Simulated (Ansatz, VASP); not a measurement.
**Ga in VASP and in Ansatz**

INCAR

```
PREC = Accurate ; ENCUT = 520
EDIFF = 1E-6 ; ISMEAR = 0
SIGMA = 0.1 ; LREAL = F
LASPH = T ; NELM = 80
ALGO = Fast ; ISIF = 2
LWAVE = F ; LCHARG = F
GGA = PS ; NBANDS = 12
```

KPOINTS

```
Automatic mesh
0
Gamma
  16 16 16
```

File POSCAR:

```
Ga
1.0
    0.0000000000      2.1487984045      2.1487984045
    2.1487984045      0.0000000000      2.1487984045
    2.1487984045      2.1487984045      0.0000000000
Ga
1
Direct
    0.0000000000      0.0000000000      0.0000000000
```

Input for Ansatz:

```yaml
crystal:
  lattice:
    - [0.0, 2.1487984045, 2.1487984045]
    - [2.1487984045, 0.0, 2.1487984045]
    - [2.1487984045, 2.1487984045, 0.0]
  atoms:
    - { symbol: Ga, position: [0.0, 0.0, 0.0] }
basis:
  ecutwfc: 420
kpoints:
  mp_grid: { grid: [16, 16, 16] }
hamiltonian:
  xc: pbesol
scf:
  occupations: { method: gaussian, width: 0.1 }
output:
  forces: true
  stress: true
  eigenvalues: true
  populations: true
```

Alike in both runs: task single point; functional PBEsol; k mesh 16 × 16 × 16; occupations gaussian, width 0.1 eV; no spin polarisation.

|  | VASP | Ansatz |
| --- | --- | --- |
| version | VASP 6.6.1 | Ansatz 0.2.0 |
| potentials or method | VASP PAW PBE potentials, release 64 (Ga_d), cutoff 520 eV | scalar-relativistic, plane waves, PAW |
| valence electrons in the cell | 13 | 13 |

```csv
,VASP,Ansatz,Ansatz less VASP
gap on the k mesh at the Fermi level (eV),none,none,-
pressure (GPa),-5.0,-5.1,-0.09
```

VASP's potentials were made for PBE, not for PBEsol. A gap of «none» marks a metal or a gap that the smearing closes. With one functional, cell and mesh, what is left measures potentials, basis and numerics.
